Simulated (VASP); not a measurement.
# Ti9S: single point with PBE

The system is Ti9S, a slab with vacuum.

```
CELL_PARAMETERS angstrom
2.83197 0.00000 0.00000
0.00000 7.93166 0.00000
0.00000 0.00000 19.92688
ATOMIC_POSITIONS crystal
Ti 0.00000 0.50000 0.20073
Ti 0.50000 0.16667 0.20073
Ti 0.50000 0.83333 0.20073
Ti 0.00000 0.00000 0.31221
Ti 0.50000 0.66849 0.31087
Ti 0.50000 0.33151 0.31087
Ti 0.00000 0.50000 0.41776
Ti 0.50000 0.16664 0.42289
Ti 0.50000 0.83336 0.42289
S 0.83333 0.33330 0.50891
```

```yaml
Program: VASP 6.6.1
Task: single point
Functional: PBE
Potentials_or_basis: VASP PAW PBE potentials, release 64 (Ti_sv, S)
Cutoff: 520 eV
k_mesh: 9 × 4 × 1
Occupations: gaussian, width 0.1 eV
Spin: no spin polarisation
```

```
Largest force          : 0.740 eV/Å
Band gap on the k mesh : zero (bands 57 and 58 overlap by 0.33 eV)
```

Forces on the atoms (eV/Å):
```
Ti  -0.009  0.056  0.306
Ti   0.004 -0.075 -0.089
Ti   0.006 -0.018 -0.129
Ti   0.003 -0.109 -0.201
Ti   0.037  0.059 -0.242
Ti   0.023 -0.023 -0.123
Ti   0.345  0.655  0.009
Ti  -0.443  0.043  0.444
Ti   0.052 -0.240  0.011
S   -0.020 -0.348  0.014
```

Levels at points of the mesh, in eV from the Fermi level:
| k point | band 55 | band 56 | band 57 | band 58 | band 59 | band 60 |
| --- | --- | --- | --- | --- | --- | --- |
| (0.00, 0.00, 0.00) | -0.21 | -0.19 | -0.10 | -0.05 | 0.10 | 0.18 |
| (0.00, 0.50, 0.00) | -0.20 | -0.15 | 0.12 | 0.19 | 0.26 | 0.32 |

Run time: 28 min on 1 thread of Intel(R) Xeon(R) Platinum 8488C (Sapphire Rapids), with other jobs on the host, peak memory 0.71 GiB.
